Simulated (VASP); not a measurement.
Write the native input for VASP 6.6.1 that does the following.

```
Task                   : single point
Functional             : LDA
Potentials or basis    : VASP PAW LDA potentials, release 64 (I)
Cutoff                 : 520 eV
k mesh                 : 5 × 5 × 2
Occupations            : fermi-dirac, width 0.05 eV
Spin                   : no spin polarisation
Dipole correction      : no
Further INCAR settings : ALGO = Normal; EDIFF = 1e-07; NBANDS = 22
```

The structure of I lies in POSCAR:

```
I
1.0
    3.5886574692     -2.1413150360      0.0000000000
    3.5886574692      2.1413150360      0.0000000000
    0.0000000000      0.0000000000      9.6272130010
I
4
Direct
    0.8254264989      0.1745735011      0.1231842597
    0.6745735011      0.3254264989      0.6231842597
    0.1745735011      0.8254264989      0.8768157403
    0.3254264989      0.6745735011      0.3768157403
```

These files were run (other wordings do the same):

INCAR

```
PREC     = Accurate       # precision mode
ENCUT    = 520            # plane-wave cutoff, eV
EDIFF    = 1E-7           # SCF threshold, eV
ISMEAR   = -1             # smearing method
SIGMA    = 0.05           # smearing width, eV
LREAL    = False          # projectors in reciprocal space
LASPH    = True           # aspherical terms in the spheres
NELM     = 80             # most SCF steps
ALGO     = Normal         # electronic algorithm
ISIF     = 2              # what is computed and relaxed
LWAVE    = False          # write WAVECAR
LCHARG   = False          # write CHGCAR
GGA      = CA             # functional
NBANDS   = 22             # bands
```

KPOINTS

```
Automatic mesh
0
Gamma
  5 5 2
```

Potentials or basis: VASP PAW LDA potentials, release 64 (I).

Command:

```sh
$ cat potpaw_LDA.64/I/POTCAR > POTCAR
$ mpirun -np 1 vasp_std > vasp.out
```

It gave:

```
Pressure               : 0.0 GPa
Largest force          : 0.008 eV/Å
Band gap on the k mesh : 0.78 eV (least direct gap 1.02 eV)
```

Caveat: spin-orbit coupling is left out, which moves the levels of the heavy elements; an odd mesh through Γ misses points on the zone boundary, where band edges can lie.

Run time: 64 s on 1 thread of Intel Xeon 8259CL, on a shared host, peak memory 0.22 GiB.
